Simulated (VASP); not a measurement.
Set up this calculation in VASP 6.6.1, as the native input.

```
Task                   : relaxation of cell and atoms
Functional             : PBE
Potentials or basis    : VASP PAW PBE potentials, release 64 (Cu, Pt)
Cutoff                 : 600 eV
k mesh                 : 6 × 6 × 14
Occupations            : gaussian, width 0.1 eV
Spin                   : no spin polarisation
Dipole correction      : no
Further INCAR settings : ALGO = Normal; EDIFF = 1e-06; IBRION = 2; EDIFFG = -0.01; NSW = 100; ISIF = 3
```

The structure of CuPt6 lies in POSCAR:

```
CuPt6
1.0
    7.1671292144      0.0000000000      0.0000000000
   -3.5835646072      6.2069159719      0.0000000000
    0.0000000000      0.0000000000      2.6775259633
Cu Pt
1 6
Direct
    0.0000000000      0.0000000000      0.5000000000
    0.7907915486      0.2092084514      0.5000000000
    0.7907915486      0.5815830972      0.5000000000
    0.4184169028      0.2092084514      0.5000000000
    0.2092084514      0.7907915486      0.5000000000
    0.2092084514      0.4184169028      0.5000000000
    0.5815830972      0.7907915486      0.5000000000
```

These files were run (other wordings do the same):

INCAR

```
SYSTEM = CuPt6
  PREC = Accurate
  ENCUT = 600
  EDIFF = 1E-6
  ISMEAR = 0
  SIGMA = 0.1
  LREAL = .FALSE.
  LASPH = .TRUE.
  NELM = 100
  ALGO = Normal
  ISIF = 3
  LWAVE = .FALSE.
  LCHARG = .FALSE.
  GGA = PE
  IBRION = 2
  NSW = 100
  EDIFFG = -0.01
```

KPOINTS

```
regular mesh
0
G
  6 6 14
  0 0 0
```

Potentials or basis: VASP PAW PBE potentials, release 64 (Cu, Pt).

Run with:

```sh
$ cat potpaw_PBE.64/Cu/POTCAR potpaw_PBE.64/Pt/POTCAR > POTCAR
$ mpirun -np 1 vasp_std > vasp.out
```

Results of the run:

| Property | Result |
| --- | --- |
| Relaxed volume | 16.98 Å³/atom |
| Relaxed cell | a = 7.181 Å, b = 7.181 Å, c = 2.661 Å, α = 90.00°, β = 90.00°, γ = 120.00° |
| Space group after relaxing (to 0.05 Å) | P6/mmm (No. 191) |
| Energy gained by relaxing | 0.8 meV/atom |
| Ionic steps | 5 |
| Pressure after relaxing | 0.0 GPa |
| Largest force after relaxing | 0.005 eV/Å |

It took 23 min on 1 thread of Intel(R) Xeon(R) Platinum 8375C CPU @ 2.90GHz (Ice Lake), on a shared host, peak memory 0.49 GiB.
